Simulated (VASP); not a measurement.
A run of VASP 6.6.1 is set up as follows.

INCAR

```
SYSTEM = W2N
  ALGO = Fast
  EDIFF = 1E-6
  ENCUT = 520
  GGA = PS
  ISIF = 2
  ISMEAR = 0
  LASPH = .TRUE.
  LCHARG = .FALSE.
  LREAL = .FALSE.
  LWAVE = .FALSE.
  NBANDS = 60
  NELM = 100
  PREC = Accurate
  SIGMA = 0.15
```

Contents of KPOINTS:

```
k-points
0
G
  18 18 4
  0 0 0
```

The input POSCAR:

```
W2N
1.0
    3.0266614596      0.0000000000      0.0000000000
   -1.5133307298      2.6211657126      0.0000000000
    0.0000000000      0.0000000000     17.4516838000
W N
6 3
Direct
    0.0000000000      0.0000000000      0.0759303595
    0.0000000000      0.0000000000      0.9240696405
    0.3333333333      0.6666666667      0.2625177070
    0.6666666667      0.3333333333      0.7374822930
    0.3333333333      0.6666666667      0.4176067740
    0.6666666667      0.3333333333      0.5823932260
    0.0000000000      0.0000000000      0.5000000000
    0.3333333333      0.6666666667      0.1506839325
    0.6666666667      0.3333333333      0.8493160675
```

Potentials or basis: VASP PAW PBE potentials, release 64 (W_sv, N).

Launch:

```console
$ cat potpaw_PBE.64/W_sv/POTCAR potpaw_PBE.64/N/POTCAR > POTCAR
$ mpirun -np 1 vasp_std > vasp.out
```

Question: Estimate the pressure.

Answer: -29.9 GPa.

Question: Predict the largest force.

Answer: 1.622 eV/Å.

Question: Predict the band gap on the k mesh.

Answer: Zero (an odd number of electrons rules out a gap without spin polarisation).

Forces on the atoms (eV/Å):
```
W    0.000  0.000  1.091
W    0.000  0.000 -1.091
W    0.000  0.000  0.010
W    0.000  0.000 -0.010
W    0.000  0.000  1.280
W    0.000  0.000 -1.280
N    0.000  0.000  0.000
N    0.000  0.000 -1.622
N    0.000  0.000  1.622
```

Caveat: the cell differs from its parent crystal (strain +0.080 along x and y, +0.000 along z); the stress differs along the axes, from -34 to -22 GPa; the PAW data sets were made with another functional, which shifts forces and pressure a little; spin-orbit coupling is left out, which moves the levels of the heavy elements.
